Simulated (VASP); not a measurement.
A run of VASP 6.6.1:

The input INCAR:

```
PREC     = Accurate       # precision mode
ENCUT    = 520            # plane-wave cutoff, eV
EDIFF    = 1E-6           # SCF threshold, eV
ISMEAR   = -1             # smearing method
SIGMA    = 0.05           # smearing width, eV
LREAL    = False          # projectors in reciprocal space
LASPH    = True           # aspherical terms in the spheres
NELM     = 100            # most SCF steps
ALGO     = Normal         # electronic algorithm
ISIF     = 2              # what is computed and relaxed
LWAVE    = False          # write WAVECAR
LCHARG   = False          # write CHGCAR
GGA      = CA             # functional
NBANDS   = 18             # bands
```

File KPOINTS:

```
regular mesh
0
Gamma
  8 8 5
```

POSCAR

```
PtSe2
1.0
    3.6479786689      0.0000000000      0.0000000000
   -1.8239893344      3.1592421997      0.0000000000
    0.0000000000      0.0000000000      4.9586648823
Pt Se
1 2
Direct
    0.0000000000      0.0000000000      0.0000000000
    0.6666666667      0.3333333333      0.7500000000
    0.3333333333      0.6666666667      0.2500000000
```

Potentials or basis: VASP PAW LDA potentials, release 64 (Pt, Se).

Launch:

```sh
$ cat potpaw_LDA.64/Pt/POTCAR potpaw_LDA.64/Se/POTCAR > POTCAR
$ mpirun -np 1 vasp_std > vasp.out
```

Hardware: 1 thread of Intel(R) Xeon(R) 6975P-C (Granite Rapids), on a shared host.

Estimate the wall time of this run.

Run time: 15 s on 1 thread of Intel(R) Xeon(R) 6975P-C (Granite Rapids), on a shared host, peak memory 0.18 GiB. Counts: scf iterations 12, k points 40.
